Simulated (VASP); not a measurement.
Here is a VASP 6.6.1 calculation.

Contents of INCAR:

```
  PREC = Accurate
  ENCUT = 520
  EDIFF = 1E-8
  ISMEAR = -1
  SIGMA = 0.03
  LREAL = F
  LASPH = T
  NELM = 120
  ALGO = Normal
  ISIF = 2
  LWAVE = F
  LCHARG = F
  GGA = PE
  LEFG = T
  NBANDS = 25
  GGA_COMPAT = F
```

Contents of KPOINTS:

```
Automatic mesh
0
Gamma
  6 6 9
```

The input POSCAR:

```
SiO2
1.0
    4.2219010000      0.0000000000      0.0000000000
    0.0000000000      4.2219010000      0.0000000000
    0.0000000000      0.0000000000      2.6678000000
Si O
2 4
Direct
    0.0000000000      0.0000000000      0.0000000000
    0.5000000000      0.5000000000      0.5000000000
    0.3067000000      0.3067000000      0.0000000000
    0.1933000000      0.8067000000      0.5000000000
    0.6933000000      0.6933000000      0.0000000000
    0.8067000000      0.1933000000      0.5000000000
```

Potentials or basis: VASP PAW PBE potentials, release 64 (Si, O).

Launch:

```sh
$ cat potpaw_PBE.64/Si/POTCAR potpaw_PBE.64/O/POTCAR > POTCAR
$ mpirun -np 1 vasp_std > vasp.out
```

(1) Estimate the pressure.

(2) What does it give for the largest force?

(3) Predict the band gap on the k mesh.

## Answers

(1) 4.9 GPa.

(2) 0.040 eV/Å.

(3) 5.30 eV, direct.

Caveat: the cell differs from its parent crystal (equal xx and yy strain of +1 %); without QUAD_EFG the Cq values of the log hold for a quadrupole moment of 1 mb, not for the nuclei.
